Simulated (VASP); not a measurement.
**BaMo3: single point with PBE**

BaMo3:

```
Ba Mo
1.0
     7.75709    0.00000    0.00000
    -3.87854    6.71783    0.00000
     0.00000    0.00000    4.27760
Ba Mo
2 6
Direct
  0.33333 0.66667 0.25000
  0.66667 0.33333 0.75000
  0.88714 0.77428 0.25000
  0.11286 0.88714 0.75000
  0.22572 0.11286 0.25000
  0.11286 0.22572 0.75000
  0.88714 0.11286 0.25000
  0.77428 0.88714 0.75000
```

```yaml
Program: VASP 6.6.1
Task: single point
Functional: PBE
Potentials_or_basis: VASP PAW PBE potentials, release 64 (Ba_sv, Mo_sv)
Cutoff: 520 eV
k_mesh: 3 × 3 × 4
Occupations: gaussian, width 0.1 eV
Spin: no spin polarisation
Dipole_correction: no
Further_INCAR_settings: ALGO = Fast; EDIFF = 1e-06; NBANDS = 62
```

| Property | Result |
| --- | --- |
| Pressure | 0.3 GPa |
| Largest force | 0.029 eV/Å |
| Band gap on the k mesh | zero (bands 52 and 53 overlap by 0.79 eV) |

Forces on the atoms (eV/Å):
```
Ba   0.000  0.000  0.000
Ba   0.000  0.000  0.000
Mo   0.000 -0.029  0.000
Mo   0.025 -0.014  0.000
Mo   0.025  0.014  0.000
Mo   0.000  0.029  0.000
Mo  -0.025  0.014  0.000
Mo  -0.025 -0.014  0.000
```

Levels at points of the mesh, in eV from the Fermi level:
| k point | band 49 | band 50 | band 51 | band 52 | band 53 | band 54 |
| --- | --- | --- | --- | --- | --- | --- |
| (0.00, 0.00, 0.00) | -0.70 | -0.30 | -0.30 | 0.76 | 0.76 | 0.82 |
| (0.00, 0.00, 0.50) | -0.98 | -0.98 | 0.29 | 0.29 | 0.32 | 0.32 |

Run time: 100 s on 1 thread of Intel(R) Xeon(R) 6975P-C (Granite Rapids), with other jobs on the host, peak memory 0.39 GiB.

Caveat: the k points lie up to 0.37 Å⁻¹ apart, too coarse for converged energies and pressures of a metal; spin-orbit coupling is left out, which moves the levels of the heavy elements.
